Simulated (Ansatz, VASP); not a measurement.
Hf3Si2 in VASP and in Ansatz

```xyz
10
Lattice="6.9228 0.0000 0.0000 0.0000 6.9228 0.0000 0.0000 0.0000 3.5690" Properties=species:S:1:pos:R:3 pbc="T T T"
Hf    4.6679    5.7163    1.7845
Hf    5.7163    2.2549    1.7845
Hf    2.2549    1.2065    1.7845
Hf    1.2065    4.6679    1.7845
Hf    3.4614    3.4614    0.0000
Hf    0.0000    0.0000    0.0000
Si    4.3174    0.8560    0.0000
Si    6.0667    4.3174    0.0000
Si    0.8560    2.6054    0.0000
Si    2.6054    6.0667    0.0000
```

Alike in both runs: functional LDA; k mesh 6 × 6 × 10; occupations gaussian, width 0.1 eV; no spin polarisation.

Ansatz relaxed the structure, and its values are those at the end. VASP's run is a single point on that final structure, the one shown.

```csv
,VASP,Ansatz
version,VASP 6.6.1,Ansatz 0.2.0
potentials or method,"VASP PAW LDA potentials, release 64 (Hf_pv, Si), cutoff 520 eV","scalar-relativistic, plane waves, PAW"
valence electrons in the cell,76,172
```

```csv
,VASP,Ansatz,Ansatz less VASP
gap on the k mesh at the Fermi level (eV),none,none,-
pressure (GPa),0.5,0.0,-0.46
rms of the force components (eV/Å),0.007,0.001,-0.0062
```

LDA's correlation is that of Perdew and Zunger in VASP and of Perdew and Wang (1992) in Ansatz. A gap of «none» marks a metal or a gap that the smearing closes. VASP's potentials hold 76 valence electrons a cell and Ansatz's 172, so a difference there can come from the potentials and not from the codes.

Spin-orbit coupling is off throughout.
